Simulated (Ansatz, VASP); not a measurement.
**BN: VASP beside Ansatz**

```
B N
1.0
     0.00000    1.81475    1.81475
     1.81475    0.00000    1.81475
     1.81475    1.81475    0.00000
B N
1 1
Direct
  0.00000 0.00000 0.00000
  0.75000 0.75000 0.75000
```

Alike in both runs: task single point; functional PBEsol; k mesh 12 × 12 × 12; occupations gaussian, width 0.05 eV; no spin polarisation.

```csv
,VASP,Ansatz
version,VASP 6.6.1,Ansatz 0.2.0
potentials or method,"VASP PAW PBE potentials, release 64 (B, N), cutoff 600 eV","scalar-relativistic, plane waves, PAW"
valence electrons in the cell,8,8
```

Ansatz gave:

| Property | Result |
| --- | --- |
| gap on the k mesh at the Fermi level (eV) | 4.28 |
| least direct gap on the mesh (eV) | 8.71 |
| pressure (GPa) | -7.3 |

Problem. What did VASP give for the same quantities?

Solution. gap on the k mesh at the Fermi level (eV): 4.26; least direct gap on the mesh (eV): 8.71; pressure (GPa): -7.1.

VASP's potentials were made for PBE, not for PBEsol.
